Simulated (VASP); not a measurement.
Here is a VASP 6.6.1 calculation.

File INCAR:

```
SYSTEM = Ba
PREC     = Accurate       ! precision mode
ENCUT    = 520            ! plane-wave cutoff, eV
EDIFF    = 1E-7           ! SCF threshold, eV
ISMEAR   = 1              ! smearing method
SIGMA    = 0.1            ! smearing width, eV
LREAL    = .False.        ! projectors in reciprocal space
LASPH    = .True.         ! aspherical terms in the spheres
NELM     = 100            ! most SCF steps
ALGO     = Normal         ! electronic algorithm
ISIF     = 2              ! what is computed and relaxed
LWAVE    = .False.        ! write WAVECAR
LCHARG   = .False.        ! write CHGCAR
GGA      = PE             ! functional
NBANDS   = 11             ! bands
```

The input KPOINTS:

```
regular mesh
0
Gamma
  9 9 9
  0 0 0
```

File POSCAR:

```
Ba
1.0
   -2.5124914082      2.5124914082      2.5124914082
    2.5124914082     -2.5124914082      2.5124914082
    2.5124914082      2.5124914082     -2.5124914082
Ba
1
Direct
    0.0000000000      0.0000000000      0.0000000000
```

Potentials or basis: VASP PAW PBE potentials, release 64 (Ba_sv).

The run is started by

```sh
$ cat potpaw_PBE.64/Ba_sv/POTCAR > POTCAR
$ mpirun -np 1 vasp_std > vasp.out
```

Q: What does it give for the pressure?

A: 0.0 GPa.

Q: Estimate the band gap on the k mesh.

A: Zero (bands 5 and 6 overlap by 0.91 eV).

Caveat: spin-orbit coupling is left out, which moves the levels of the heavy elements.
